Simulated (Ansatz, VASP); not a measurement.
**One calculation of GaP, two programs**

Contents of POSCAR:

```
GaP
1.0
    0.0000000000      2.5889875000      2.7252500000
    2.5889875000      0.0000000000      2.7252500000
    2.5889875000      2.5889875000      0.0000000000
Ga P
1 1
Direct
    0.0000000000      0.0000000000      0.0000000000
    0.7500000000      0.7500000000      0.7500000000
```

File INCAR.step1:

```
  PREC = Accurate
  ENCUT = 520
  ISMEAR = 0
  SIGMA = 0.05
  LREAL = F
  LASPH = T
  NELM = 80
  NBANDS = 16
  GGA = PE
  ALGO = Normal
  EDIFF = 1E-4
  LWAVE = T
  LCHARG = F
```

File INCAR.step2:

```
  PREC = Accurate
  ENCUT = 520
  EDIFF = 1E-6
  ISMEAR = 0
  SIGMA = 0.05
  LREAL = F
  LASPH = T
  NELM = 80
  ALGO = Normal
  ISIF = 2
  LWAVE = F
  LCHARG = F
  METAGGA = R2SCAN
  LMIXTAU = T
  NBANDS = 16
  ISTART = 1
```

Contents of KPOINTS:

```
regular mesh
0
Gamma
  8 8 8
```

Input for Ansatz:

```yaml
crystal:
  lattice:
    - [0.0, 2.5889875, 2.72525]
    - [2.5889875, 0.0, 2.72525]
    - [2.5889875, 2.5889875, 0.0]
  atoms:
    - { symbol: Ga, position: [0.0, 0.0, 0.0] }
    - { symbol: P, position: [0.75, 0.75, 0.75] }
basis:
  ecutwfc: 500
kpoints:
  mp_grid: { grid: [8, 8, 8] }
hamiltonian:
  xc: r2scan
scf:
  occupations: { method: gaussian, width: 0.05 }
output:
  forces: true
  stress: true
  eigenvalues: true
```

Change from the starting cell: strain -0.050 along x and y, +0.000 along z, atoms carried along.

Alike in both runs: task single point; functional r2SCAN; k mesh 8 × 8 × 8; occupations gaussian, width 0.05 eV; no spin polarisation.

|  | VASP | Ansatz |
| --- | --- | --- |
| version | VASP 6.6.1 | Ansatz 0.2.0 |
| potentials or method | VASP PAW PBE potentials, release 64 (Ga_d, P), cutoff 520 eV | scalar-relativistic, plane waves, PAW |
| valence electrons in the cell | 18 | 18 |

VASP gave:

```
gap on the k mesh at the Fermi level (eV)                     : 1.43
least direct gap on the mesh (eV)                             : 3.12
pressure (GPa)                                                : 11.2
traceless stress, the component that is largest in VASP (GPa) : -3.12
```

Question: Estimate Ansatz's values.

Answer: gap on the k mesh at the Fermi level (eV): 1.43; least direct gap on the mesh (eV): 3.15; pressure (GPa): 11.2; traceless stress, the component that is largest in VASP (GPa): -3.11.

VASP's potentials were made for PBE, not for r2SCAN. With one functional, cell and mesh, what is left measures potentials, basis and numerics.
